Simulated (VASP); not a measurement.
# H2C3F4 in VASP: a series of runs

Runs on H2C3F4. Level: PBE. Tasks: single point.

Everything below comes from runs of VASP 6.6.1. Logs are shortened: lines on timing, memory, paths and dates and some standing lists are left out, and cuts for length are marked.

## (1) The cell of the first run

The cell holds a disordered packing, 36 atoms: a = 9.425 Å, b = 9.425 Å, c = 9.425 Å, α = 90.00°, β = 90.00°, γ = 90.00°.

## (2) Single point, PBE

INCAR

```
ALGO     = Normal         # electronic algorithm
EDIFF    = 1E-7           # SCF threshold, eV
ENCUT    = 520            # plane-wave cutoff, eV
GGA      = PE             # functional
ISIF     = 2              # what is computed and relaxed
ISMEAR   = -1             # smearing method
LASPH    = T              # aspherical terms in the spheres
LCHARG   = T              # write CHGCAR
LELF     = T              # ELF
LREAL    = Auto         
LVHAR    = T            
LWAVE    = F              # write WAVECAR
NBANDS   = 108            # bands
NELM     = 60             # most SCF steps
PREC     = Accurate       # precision mode
SIGMA    = 0.02           # smearing width, eV
```

KPOINTS

```
k-points
0
Gamma
  1 1 1
```

POSCAR

```
H2C3F4
1.0
    9.4248930000      0.0000000000      0.0000000000
    0.0000000000      9.4248930000      0.0000000000
    0.0000000000      0.0000000000      9.4248930000
C H F
12 8 16
Direct
    0.2789018223      0.2248799492      0.6145245074
    0.1600870939      0.2217211551      0.6625604741
    0.6778886285      0.1210826912      0.0510672621
    0.5688789868      0.1166220394     -0.0171216177
    0.7383338334      0.5742917443      0.7736122623
    0.6641513202      0.5682172574      0.6691625890
    0.8920427444      0.2490004054      0.3594305441
    0.9461929298      0.1338824534      0.3747364890
    0.1965006060      0.6772452600      0.7116440683
    0.6173095104      0.6282455495      0.1991606493
    0.6100307541      0.9766894786      0.5252389893
    0.2250655453      0.3595257664      0.1179653601
    0.0536648776      0.2198222359      0.7030770749
    0.3836195461      0.2286443588      0.5702598932
    0.4722671182      0.1131878777     -0.0782075829
    0.7731970146      0.1251825279      0.1143442142
    0.5972902374      0.5642014718      0.5771256940
    0.8043826860      0.5798629790      0.8662216374
    0.9948464269      0.0321690269      0.3898310559
    0.8451648429      0.3518220472      0.3463297004
    0.3010626455      0.5823729049      0.7002586065
    0.1288701197      0.6885223199      0.5874936725
    0.1044526983      0.6350596395      0.8117852857
    0.2503903323      0.8036474327      0.7477754254
    0.7532981375      0.6248069758      0.2416448915
    0.5331158996      0.6372746979      0.3136723841
    0.5966206634      0.7404748958      0.1161981097
    0.5876436726      0.5094308062      0.1283247751
    0.6659684519      1.0523744523      0.6304645489
    0.7070594344      0.8858719458      0.4742849659
    0.4979759610      0.9034302793      0.5736450610
    0.5674163149      1.0637549317      0.4212126480
    0.1327297507      0.4640907582      0.1456183541
    0.3101238260      0.3415057685      0.2298036541
    0.1540467528      0.2392451067      0.0918462289
    0.3025978147      0.3940070096      0.0039954242
```

Potentials or basis: VASP PAW PBE potentials, release 64 (C, H, F).

Run with:

```console
$ cat potpaw_PBE.64/C/POTCAR potpaw_PBE.64/H/POTCAR potpaw_PBE.64/F/POTCAR > POTCAR
$ mpirun -np 1 vasp_gam > vasp.out
```

OUTCAR:

```text
EDIFF = 1E-7
   ENCUT = 520
   GGA = PE
   ISIF = 2
   ISMEAR = -1
   LASPH = T
   LREAL = Auto
   NELM = 60
   PREC = Accurate

 ion  position               nearest neighbor table
   1  0.279  0.225  0.615-  14 1.07   2 1.21
   2  0.160  0.222  0.663-  13 1.07   1 1.21
   3  0.678  0.121  0.051-  16 1.08   4 1.21
   4  0.569  0.117  0.983-  15 1.08   3 1.21
   5  0.738  0.574  0.774-  18 1.07   6 1.21
   6  0.664  0.568  0.669-  17 1.07   5 1.21
   7  0.892  0.249  0.359-  20 1.07   8 1.21
   8  0.946  0.134  0.375-  19 1.07   7 1.21
   9  0.197  0.677  0.712-  21 1.33  22 1.34  24 1.34  23 1.34
  10  0.617  0.628  0.199-  27 1.33  28 1.33  26 1.34  25 1.34
  11  0.610  0.977  0.525-  29 1.33  32 1.34  30 1.34  31 1.34
  12  0.225  0.360  0.118-  34 1.34  36 1.34  35 1.34  33 1.34
  13  0.054  0.220  0.703-   2 1.07
  14  0.384  0.229  0.570-   1 1.07
  15  0.472  0.113  0.922-   4 1.08
  16  0.773  0.125  0.114-   3 1.08
  17  0.597  0.564  0.577-   6 1.07
  18  0.804  0.580  0.866-   5 1.07
[... 16 lines left out ...]
  35  0.154  0.239  0.092-  12 1.34
  36  0.303  0.394  0.004-  12 1.34

  LATTYP: Found a simple cubic cell.
 ALAT       =     9.4248930000

  Lattice vectors:

 A1 = (   9.4248930000,   0.0000000000,   0.0000000000)
 A2 = (   0.0000000000,   9.4248930000,   0.0000000000)
 A3 = (   0.0000000000,   0.0000000000,   9.4248930000)

Analysis of symmetry for initial positions (statically):
=====================================================================
 Subroutine PRICEL returns:
 Original cell was already a primitive cell.

 Routine SETGRP: Setting up the symmetry group for a
 simple cubic supercell.

 Subroutine GETGRP returns: Found  1 space group operations
 (whereof  1 operations were pure point group operations)
 out of a pool of 48 trial point group operations.

The static configuration has the point symmetry C_1 .

Analysis of symmetry for dynamics (positions and initial velocities):
=====================================================================
 Subroutine PRICEL returns:
 Original cell was already a primitive cell.

 Routine SETGRP: Setting up the symmetry group for a
 simple cubic supercell.

 Subroutine GETGRP returns: Found  1 space group operations
 (whereof  1 operations were pure point group operations)
 out of a pool of 48 trial point group operations.

The dynamic configuration has the point symmetry C_1 .

 Subroutine INISYM returns: Found  1 space group operations
 (whereof  1 operations are pure point group operations),
 and found     1 'primitive' translations

----------------------------------------------------------------------------------------

                                     Primitive cell

  volume of cell :     837.2001

  direct lattice vectors                    reciprocal lattice vectors
     9.424893000  0.000000000  0.000000000     0.106102000  0.000000000  0.000000000
     0.000000000  9.424893000  0.000000000     0.000000000  0.106102000  0.000000000
     0.000000000  0.000000000  9.424893000     0.000000000  0.000000000  0.106102000

  length of vectors
     9.424893000  9.424893000  9.424893000     0.106102000  0.106102000  0.106102000

  position of ions in fractional coordinates (direct lattice)
     0.278901822  0.224879949  0.614524507
     0.160087094  0.221721155  0.662560474
     0.677888628  0.121082691  0.051067262
     0.568878987  0.116622039  0.982878382
     0.738333833  0.574291744  0.773612262
     0.664151320  0.568217257  0.669162589
[... 28 lines left out ...]
     0.154046753  0.239245107  0.091846229
     0.302597815  0.394007010  0.003995424

  ion indices of the primitive-cell ions
   primitive index   ion index
                 1           1
                 2           2
                 3           3
                 4           4
                 5           5
                 6           6
[... 28 lines left out ...]
                35          35
                36          36

----------------------------------------------------------------------------------------

 KPOINTS: k-points

Automatic generation of k-mesh.
 Grid dimensions read from file:
 generate k-points for:    1    1    1

 Generating k-lattice:

  Cartesian coordinates                     Fractional coordinates (reciprocal lattice)
     0.106102000  0.000000000  0.000000000     1.000000000  0.000000000  0.000000000
     0.000000000  0.106102000  0.000000000     0.000000000  1.000000000  0.000000000
     0.000000000  0.000000000  0.106102000     0.000000000  0.000000000  1.000000000

  Length of vectors
     0.106102000  0.106102000  0.106102000

  Shift w.r.t. Gamma in fractional coordinates (k-lattice)
     0.000000000  0.000000000  0.000000000

 Subroutine IBZKPT returns following result:
 ===========================================

 Found      1 irreducible k-points:

 Following reciprocal coordinates:
            Coordinates               Weight
  0.000000  0.000000  0.000000      1.000000
   k-points           NKPTS =      1   k-points in BZ     NKDIM =      1   number of bands    NBANDS=    108
   number of dos      NEDOS =    301   number of ions     NIONS =     36
   total plane-waves  NPLWV = 343000
   dimension x,y,z NGX =    70 NGY =   70 NGZ =   70
   dimension x,y,z NGXF=   140 NGYF=  140 NGZF=  140
   ions per type =              12   8  16
   NGX,Y,Z   is equivalent  to a cutoff of  12.35, 12.35, 12.35 a.u.
   NGXF,Y,Z  is equivalent  to a cutoff of  24.69, 24.69, 24.69 a.u.
 SYSTEM =  unknown system
   PREC   = accura    normal or accurate (medium, high low for compatibility)
   ISTART =      0    job   : 0-new  1-cont  2-samecut
   ICHARG =      2    charge: 1-file 2-atom 10-const
   ISPIN  =      1    spin polarized calculation?
   LNONCOLLINEAR =      F non collinear calculations
   LSORBIT =      F    spin-orbit coupling
   LASPH  =      T    aspherical Exc in radial PAW
   ENCUT  =  520.0 eV  38.22 Ry    6.18 a.u.  17.52 17.52 17.52*2*pi/ulx,y,z
   NELM   =     60;   NELMIN=  2; NELMDL= -5     # of ELM steps
   EDIFF  = 0.1E-06   stopping-criterion for ELM
   LREAL  =      T    real-space projection
   EDIFFG = 0.1E-05   stopping-criterion for IOM
   NSW    =      0    number of steps for IOM
   IBRION =     -1    ionic relax: 0-MD 1-quasi-New 2-CG
   NFREE  =      0    steps in history (QN), initial steepest desc. (CG)
   ISIF   =      2    stress and relaxation
   ISYM   =      2    0-nonsym 1-usesym 2-fastsym
   POTIM  = 0.5000    time-step for ionic-motion
   TEBEG  =    0.0;   TEEND  =   0.0 temperature during run
   PSTRESS=    0.0 pullay stress
   NELECT =     168.0000    total number of electrons
   NUPDOWN=      -1.0000    fix difference up-down
   EMIN   =  10.00;   EMAX   =-10.00  energy-range for DOS
   EFERMI =   0.00;   METHOD = LEGACY
   ISMEAR =    -1;   SIGMA  =   0.02  broadening in eV -4-tet -1-fermi 0-gaus
   EFERMI_NEDOS =   21; number of points for ismear=-14 and -15
   IALGO  =     38    algorithm
   IMIX   =      4    mixing-type and parameters
     AMIX     =   0.40;   BMIX     =  1.00
     AMIX_MAG =   1.60;   BMIX_MAG =  1.00
  volume/ion in A,a.u.               =      23.26       156.94
  Fermi-wavevector in a.u.,A,eV,Ry     =   0.958447  1.811202 12.498596  0.918621
  Thomas-Fermi vector in A             =   2.087555
   LORBIT       =      0    0 simple, 1 ext, 2 COOP (PROOUT), +10 PAW based schemes
   GGA     = PE    functional components
   LHFCALC =     F    Hartree Fock is set to
   AEXX    =    0.0000 exact exchange contribution
   IVDW    =     0    specifies the selected vdW correction
   LEPSILON=     F    determine dielectric tensor
   LRPA    =     F    only Hartree local field effects (RPA)
 non-spin polarized calculation
  energy-cutoff  :      520.00
  volume of cell :      837.20
 maximum number of plane-waves:     11324
 NGX is ok and might be reduce to    70
   NGX = 35   NGY = 35   NGZ = 35

 number of electron     168.0000022 magnetization

 Free energy of the ion-electron system (eV)
  ---------------------------------------------------
  ext. energy  EPLUGINS =         0.00000000
  ---------------------------------------------------
  free energy    TOTEN  =      -194.42601772 eV

  energy without entropy =     -194.42601772  energy(sigma->0) =     -194.42601772

 E-fermi :  -3.8183     XC(G=0):  -5.2975

 val. band max:       -4.4043062535   @ k =   0.0000   0.0000   0.0000
 cond. band min:       1.2238228115   @ k =   0.0000   0.0000   0.0000
 fundamental gap:      5.6281290651
 Fermi energy:        -3.8182770845

 k-point     1 :       0.0000    0.0000    0.0000
  band No.  band energies     occupation
      1     -32.3594      2.00000
      2     -32.1379      2.00000
      3     -32.1063      2.00000
      4     -32.0872      2.00000
      5     -29.4479      2.00000
      6     -29.4262      2.00000
[... 88 lines left out ...]
     95       2.7136      0.00000
     96       2.8182      0.00000
 [bands above 96 left out]

------------------------ aborting loop because EDIFF is reached ----------------------------------------

  FORCE on cell =-STRESS in cart. coord.  units (eV):
  Direction    XX          YY          ZZ          XY          YZ          ZX
  --------------------------------------------------------------------------------------
  -------------------------------------------------------------------------------------
  Total        0.8604733      1.8455946      1.5113308      0.0482019      0.0092305     -0.4005335
  in kB        1.6467159      3.5319749      2.8922833      0.0922456      0.0176646     -0.7665140
  external PRESSURE =       2.6903247 kB  Pullay stress =       0.0000000 kB

 VOLUME and BASIS-vectors are now :
 -----------------------------------------------------------------------------
  energy-cutoff  :      520.00
  volume of cell :      837.20
      direct lattice vectors                 reciprocal lattice vectors
     9.424893000  0.000000000  0.000000000     0.106102000  0.000000000  0.000000000
     0.000000000  9.424893000  0.000000000     0.000000000  0.106102000  0.000000000
     0.000000000  0.000000000  9.424893000     0.000000000  0.000000000  0.106102000

 POSITION                                       TOTAL-FORCE (eV/Angst)
 -----------------------------------------------------------------------------------
      2.62862      2.11947      5.79183         0.005516     -0.000296      0.004865
      1.50880      2.08970      6.24456        -0.034650     -0.005310      0.021228
      6.38903      1.14119      0.48130        -0.193209     -0.020999     -0.080222
      5.36162      1.09915      9.26352         0.163305      0.015657      0.085395
      6.95872      5.41264      7.29121        -0.023103     -0.002369     -0.026752
      6.25956      5.35539      6.30679         0.028612     -0.002103      0.038353
[... 28 lines left out ...]
      1.45187      2.25486      0.86564        -0.132134     -0.243222     -0.066220
      2.85195      3.71347      0.03766         0.143076      0.088378     -0.212957
 -----------------------------------------------------------------------------------
    total drift:                               -0.017843      0.026557      0.002351

  FREE ENERGIE OF THE ION-ELECTRON SYSTEM (eV)
  ---------------------------------------------------
  free  energy   TOTEN  =      -194.4260177188 eV

  energy  without entropy=     -194.4260177188  energy(sigma->0) =     -194.42601772
```

It took 2.3 min on 1 thread of Oxide Virtual Turin-like, shared host; peak memory 0.62 GiB.

What came out:

```
Free energy            : -194.4260 eV
Pressure               : 0.3 GPa
Largest force          : 0.495 eV/Å
Band gap on the k mesh : 5.63 eV
```

Forces on the atoms (eV/Å):
```
C    0.006  0.000  0.005
C   -0.035 -0.005  0.021
C   -0.193 -0.021 -0.080
C    0.163  0.016  0.085
C   -0.023 -0.002 -0.027
C    0.029 -0.002  0.038
C   -0.033  0.075 -0.019
C    0.022 -0.040  0.001
C    0.011  0.031  0.076
C    0.028 -0.017  0.021
C   -0.065 -0.176 -0.106
C   -0.009 -0.042 -0.084
H    0.103 -0.009 -0.026
H   -0.071  0.004  0.037
H    0.216  0.010  0.114
H   -0.200 -0.002 -0.123
H    0.058  0.003  0.088
H   -0.060 -0.017 -0.117
H   -0.016  0.059 -0.014
H    0.030 -0.052  0.011
F    0.255 -0.210 -0.011
F   -0.206  0.041 -0.374
F   -0.173 -0.100  0.223
F    0.098  0.258  0.095
F    0.371 -0.025  0.126
F   -0.239  0.021  0.311
F   -0.066  0.364 -0.251
F   -0.075 -0.354 -0.206
F    0.206  0.258  0.369
F    0.178 -0.149 -0.102
F   -0.198 -0.146  0.079
F   -0.106  0.195 -0.239
F   -0.257  0.266  0.045
F    0.240 -0.077  0.314
F   -0.132 -0.243 -0.066
F    0.143  0.088 -0.213
```

Caveat: the k points lie up to 0.67 Å⁻¹ apart.

## (3) Single point, PBE

INCAR

```
SYSTEM = H2C3F4
PREC = Accurate
ENCUT = 520
EDIFF = 1E-6
ISMEAR = -1
SIGMA = 0.02
LREAL = Auto
LASPH = .TRUE.
NELM = 100
ALGO = Normal
ISIF = 2
LWAVE = .FALSE.
LCHARG = .TRUE.
GGA = PE
LELF = .TRUE.
LVHAR = .TRUE.
NBANDS = 108
```

KPOINTS

```
regular mesh
0
G
  1 1 1
  0 0 0
```

POSCAR

```
H2C3F4
1.0
    9.4248930000      0.0000000000      0.0000000000
    0.0000000000      9.4248930000      0.0000000000
    0.0000000000      0.0000000000      9.4248930000
C H F
12 8 16
Direct
    0.2772869676      0.2438860579      0.6917213808
    0.1470467622      0.2466553201      0.6691747057
    0.6879865904      0.1230358796      0.0863988589
    0.5970783965      0.0767754074      0.0048700818
    0.7439235650      0.6136515290      0.7201461067
    0.6643364545      0.5166530803      0.6786496144
    0.8449432795      0.2251378345      0.3669537681
    0.9482760176      0.1554712611      0.3745612815
    0.1868774531      0.6936099964      0.7059920999
    0.6287604538      0.6126541702      0.2069201210
    0.6042721122      0.9716078474      0.5283667411
    0.2235356943      0.3644815915      0.1004043229
    0.0456981315      0.1988881996      0.6427234771
    0.3747098243      0.2587297278      0.7469156414
    0.5390406024      0.0209657553     -0.0751520468
    0.7313292575      0.2152703484      0.1352694402
    0.5613644632      0.4749443840      0.6218426034
    0.8120728798      0.6660446967      0.7909373613
    1.0484469161      0.1242136118      0.4053626922
    0.7534303042      0.3035259923      0.3670492599
    0.3110274037      0.6125162376      0.6987771638
    0.1327017718      0.6924004336      0.5640700642
    0.0964148877      0.6401664189      0.7880301665
    0.1970526350      0.8184071692      0.7450694666
    0.7591492020      0.6328453808      0.2239601023
    0.5503722960      0.6503309905      0.3163218935
    0.5916035333      0.6921988398      0.0956403431
    0.6043145530      0.4837508500      0.1489247676
    0.6822889130      1.0366908144      0.6369939691
    0.6935675556      0.8966573944      0.4581059965
    0.5001542193      0.9031614470      0.5892692893
    0.5637941990      1.0859858038      0.4537345941
    0.1372217170      0.4728753950      0.1348132016
    0.2765760842      0.3296164742      0.2140501754
    0.1475560518      0.2439815497      0.0604781402
    0.3124597807      0.4056491676      0.0084138886
```

Potentials or basis: VASP PAW PBE potentials, release 64 (C, H, F).

Run with:

```console
$ cat potpaw_PBE.64/C/POTCAR potpaw_PBE.64/H/POTCAR potpaw_PBE.64/F/POTCAR > POTCAR
$ mpirun -np 1 vasp_gam > vasp.out
```

It took 2.7 min on 1 thread of Oxide Virtual Turin-like, shared host; peak memory 0.65 GiB.

The run converged. Its results:

```yaml
Free_energy: -190.7149 eV
Pressure: 2.2 GPa
Largest_force: 7.539 eV/Å
Band_gap_on_the_k_mesh: 5.28 eV
```

Forces in eV/Å, atoms in the order of the input:
```
C   -3.094  0.377 -0.021
C    2.554 -1.121  0.228
C   -1.822  0.294 -1.446
C    1.264 -0.042  0.620
C   -1.978 -2.799 -0.676
C   -1.304  1.525 -0.925
C   -4.369  3.563 -0.081
C    1.604 -0.852  0.269
C    0.840 -3.291 -5.087
C   -2.656  0.211 -3.492
C    1.651  3.667  2.300
C   -4.665 -0.526 -1.082
H    0.074  0.674  0.016
H    0.506  0.082 -0.161
H   -0.176 -0.153  0.082
H    0.629 -0.201  0.469
H    2.478  0.585  1.274
H    0.756  0.680  0.316
H    1.548 -1.048  0.052
H    1.437 -1.584 -0.110
F   -0.989  1.257  0.493
F    0.608 -0.085  1.219
F   -2.836 -3.491  2.483
F    2.392  5.644  0.902
F    4.340  0.069  1.858
F   -0.420 -0.710  1.061
F   -1.043  2.305 -1.117
F   -0.225 -1.867  1.690
F   -0.097 -0.616  0.452
F    0.620 -1.903 -1.426
F   -1.010 -0.830 -0.309
F   -1.258 -0.351 -0.965
F   -1.494  0.933 -0.929
F    4.129 -1.992  5.985
F   -0.117  0.962 -1.099
F    2.123  0.635 -2.842
```

Stress tensor (GPa, compression positive):
```
 2.09 -0.06  0.03
-0.06  2.10 -1.09
 0.03 -1.09  2.38
```

Levels at points of the mesh, in eV from the valence-band top:
```csv
k point,band 81,band 82,band 83,band 84,band 85,band 86,band 87,band 88
"(0.00, 0.00, 0.00)",-0.23,-0.22,-0.13,0.00,5.28,5.39,5.55,5.64
```

Caveat: the k points lie up to 0.67 Å⁻¹ apart.

[end of part 1 of 3]
